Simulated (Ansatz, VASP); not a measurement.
**Two plane-wave programs on BN**

```
CELL_PARAMETERS angstrom
2.67075 0.00000 0.00000
-1.33537 2.15498 0.00000
0.00000 0.00000 6.25690
ATOMIC_POSITIONS crystal
B 0.34650 0.69299 0.25000
B 0.65350 0.30701 0.75000
N 0.31665 0.63330 0.75000
N 0.68335 0.36670 0.25000
```

Change from the starting cell: normal strain along x +0.0733, normal strain along z -0.0367.

Alike in both runs: functional LDA; k mesh 12 × 12 × 4; occupations gaussian, width 0.05 eV; no spin polarisation.

Ansatz relaxed the structure, and its values are those at the end. VASP's run is a single point on that final structure, the one shown.

```csv
,VASP,Ansatz
version,VASP 6.6.1,Ansatz 0.2.0
potentials or method,"VASP PAW LDA potentials, release 64 (B, N), cutoff 520 eV","scalar-relativistic, plane waves, PAW"
valence electrons in the cell,16,16
```

|  | VASP | Ansatz | Ansatz less VASP |
| --- | --- | --- | --- |
| gap on the k mesh at the Fermi level (eV) | 3.62 | 3.63 | +0.010 |
| least direct gap on the mesh (eV) | 3.77 | 3.78 | +0.010 |
| pressure (GPa) | -22.4 | -22.9 | -0.52 |
| rms of the force components (eV/Å) | 0.006 | 0.000 | -0.0053 |

Ansatz warns that its potentials were made for another functional, while VASP's fit it. LDA's correlation is that of Perdew and Zunger in VASP and of Perdew and Wang (1992) in Ansatz. Ansatz's warnings: stress scf threshold loose.
